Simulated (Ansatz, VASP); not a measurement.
**Two plane-wave programs on Bi**

INCAR

```
SYSTEM = Bi
PREC     = Accurate       ! precision mode
ENCUT    = 500            ! plane-wave cutoff, eV
EDIFF    = 1E-6           ! SCF threshold, eV
ISMEAR   = 0              ! smearing method
SIGMA    = 0.1            ! smearing width, eV
LREAL    = .False.        ! projectors in reciprocal space
LASPH    = .True.         ! aspherical terms in the spheres
NELM     = 120            ! most SCF steps
ALGO     = Normal         ! electronic algorithm
ISIF     = 2              ! what is computed and relaxed
LWAVE    = .False.        ! write WAVECAR
LCHARG   = .True.         ! write CHGCAR
GGA      = PS             ! functional
LELF     = .True.         ! ELF
LVHAR    = .True.       
NBANDS   = 14             ! bands
GGA_COMPAT= .False.
```

KPOINTS

```
Automatic mesh
0
Gamma
  16 16 16
  0 0 0
```

File POSCAR:

```
Bi
1.0
   -2.0133711743      2.0133711743      2.0133711743
    2.0133711743     -2.0133711743      2.0133711743
    2.0133711743      2.0133711743     -2.0133711743
Bi
1
Direct
    0.0000000000      0.0000000000      0.0000000000
```

Input for Ansatz:

```yaml
crystal:
  lattice:
    - [-2.0133711743, 2.0133711743, 2.0133711743]
    - [2.0133711743, -2.0133711743, 2.0133711743]
    - [2.0133711743, 2.0133711743, -2.0133711743]
  atoms:
    - { symbol: Bi, position: [0.0, 0.0, 0.0] }
basis:
  ecutwfc: 600.0
kpoints:
  mp_grid: { grid: [16, 16, 16] }
hamiltonian:
  xc: pbesol
scf:
  occupations: { method: gaussian, width: 0.1 }
output:
  forces: true
  stress: true
  eigenvalues: true
```

Alike in both runs: task single point; functional PBEsol; k mesh 16 × 16 × 16; occupations gaussian, width 0.1 eV; no spin polarisation.

```csv
,VASP,Ansatz
version,VASP 6.6.1,Ansatz 0.2.0
potentials or method,"VASP PAW PBE potentials, release 64 (Bi_d), cutoff 500 eV","scalar-relativistic, plane waves, PAW"
valence electrons in the cell,15,15
```

|  | VASP | Ansatz | Ansatz less VASP |
| --- | --- | --- | --- |
| gap on the k mesh at the Fermi level (eV) | none | none | - |
| pressure (GPa) | -4.1 | -4.1 | +0.05 |

VASP's potentials were made for PBE, not for PBEsol. A gap of «none» marks a metal or a gap that the smearing closes. With one functional, cell and mesh, what is left measures potentials, basis and numerics.

Spin-orbit coupling is off throughout.
